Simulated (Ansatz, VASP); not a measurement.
# CsBr in VASP and in Ansatz

File INCAR:

```
SYSTEM = CsBr
PREC     = Accurate       ! precision mode
ENCUT    = 500            ! plane-wave cutoff, eV
EDIFF    = 1E-6           ! SCF threshold, eV
ISMEAR   = -1             ! smearing method
SIGMA    = 0.02           ! smearing width, eV
LREAL    = .FALSE.        ! projectors in reciprocal space
LASPH    = .TRUE.         ! aspherical terms in the spheres
NELM     = 120            ! most SCF steps
ALGO     = Normal         ! electronic algorithm
ISIF     = 2              ! what is computed and relaxed
LWAVE    = .FALSE.        ! write WAVECAR
LCHARG   = .FALSE.        ! write CHGCAR
GGA      = PE             ! functional
NBANDS   = 15             ! bands
GGA_COMPAT= .FALSE.
```

Contents of KPOINTS:

```
Automatic mesh
0
G
  5 5 5
  0 0 0
```

File POSCAR:

```
CsBr
1.0
    4.2860000000      0.0000000000      0.0000000000
    0.0000000000      4.2860000000      0.0000000000
    0.0000000000      0.0000000000      4.2860000000
Cs Br
1 1
Direct
    0.0000000000      0.0000000000      0.0000000000
    0.5000000000      0.5000000000      0.5000000000
```

Input for Ansatz:

```yaml
crystal:
  lattice:
    - [4.286, 0.0, 0.0]
    - [0.0, 4.286, 0.0]
    - [0.0, 0.0, 4.286]
  atoms:
    - { symbol: Cs, position: [0.0, 0.0, 0.0] }
    - { symbol: Br, position: [0.5, 0.5, 0.5] }
basis:
  ecutwfc: 420.0
kpoints:
  mp_grid:
    grid: [5, 5, 5]
hamiltonian:
  xc: pbe
scf:
  convergence:
    dr2_threshold: 1.0e-07
  occupations:
    method: fermi_dirac
    width: 0.02
output:
  stress: true
```

Alike in both runs: task single point; functional PBE; k mesh 5 × 5 × 5; occupations fermi-dirac, width 0.02 eV; no spin polarisation.

```csv
,VASP,Ansatz
version,VASP 6.6.1,Ansatz 0.2.0
potentials or method,"VASP PAW PBE potentials, release 64 (Cs_sv, Br), cutoff 500 eV","plane waves, PAW"
valence electrons in the cell,16,16
```

```csv
,VASP,Ansatz,Ansatz less VASP
pressure (GPa),1.1,1.1,-0.05
```

With one functional, cell and mesh, what is left measures potentials, basis and numerics. Ansatz's warnings: stress scf threshold loose.

Spin-orbit coupling is off throughout.
